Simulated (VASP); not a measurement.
A run of VASP 6.6.1:

The input INCAR:

```
PREC = Accurate
ENCUT = 500
EDIFF = 1E-6
ISMEAR = 1
SIGMA = 0.02
LREAL = False
LASPH = True
NELM = 120
ALGO = Normal
ISIF = 2
LWAVE = False
LCHARG = False
GGA = CA
NBANDS = 12
GGA_COMPAT = False
```

File KPOINTS:

```
regular mesh
0
Gamma
  4 4 4
```

File POSCAR:

```
CsH
1.0
    0.0000000000      3.0518575671      3.0518575671
    3.0518575671      0.0000000000      3.0518575671
    3.0518575671      3.0518575671      0.0000000000
Cs H
1 1
Direct
    0.0000000000      0.0000000000      0.0000000000
    0.5000000000      0.5000000000      0.5000000000
```

Potentials or basis: VASP PAW LDA potentials, release 64 (Cs_sv, H).

Run with:

```sh
$ cat potpaw_LDA.64/Cs_sv/POTCAR potpaw_LDA.64/H/POTCAR > POTCAR
$ mpirun -np 1 vasp_std > vasp.out
```

Hardware: 1 thread of Intel(R) Xeon(R) 6975P-C (Granite Rapids), on a shared host.

Q: How long does it take, and how much memory?

A: Run time: 5.5 s on 1 thread of Intel(R) Xeon(R) 6975P-C (Granite Rapids), on a shared host, peak memory 0.14 GiB. Counts: scf iterations 13, k points 8.
